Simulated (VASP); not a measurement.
Crystal: TiO2.

```xyz
9
Lattice="5.5822 0.0000 0.0000 -2.7911 4.8343 0.0000 0.0000 0.0000 6.0825" Properties=species:S:1:pos:R:3 pbc="T T T"
Ti    2.6065    0.0000    2.0275
Ti   -1.3033    2.2573    4.0550
Ti    1.4878    2.5770    0.0000
O     0.8672    4.1161    0.7339
O     3.6583    0.7182    3.3210
O     0.3400    2.0253    4.7889
O     3.1311    2.8091    5.3485
O    -1.2072    3.5273    2.7614
O     1.5840    1.3071    1.2936
```

Base run:

```yaml
Program: VASP 6.6.1
Functional: revPBE
Potentials_or_basis: VASP PAW PBE potentials, release 64 (Ti_sv, O)
Cutoff: 520 eV
k_mesh: 5 × 5 × 4
Occupations: fermi-dirac, width 0.05 eV
Spin: no spin polarisation
```

Its results: band gap on the k mesh 3.57 eV; pressure 3.7 GPa; largest force 0.183 eV/Å.

After a change of settings the same cell gave: band gap on the k mesh 3.54 eV; pressure 1.9 GPa; largest force 0.092 eV/Å. Which change was it?
A. functional from revPBE to r2SCAN; further incar settings from ALGO = Normal; EDIFF = 1e-07; NBANDS = 46 to ALGO = Normal; EDIFF = 1e-06; NBANDS = 46
B. functional from revPBE to BLYP; further incar settings from ALGO = Normal; EDIFF = 1e-07; NBANDS = 46 to ALGO = Normal; EDIFF = 1e-06; NBANDS = 46
C. functional from revPBE to PBEsol; further incar settings from ALGO = Normal; EDIFF = 1e-07; NBANDS = 46 to ALGO = Normal; EDIFF = 1e-06; NBANDS = 46
D. functional from revPBE to PBE

D.

PBE binds more tightly than revPBE, so the same cell stands under less pressure.

Caveats: an odd mesh through Γ misses points on the zone boundary, where band edges can lie; the cell stands under pressure (at least some runs); the PAW data sets were made with another functional, which shifts forces and pressure a little (at least some runs).
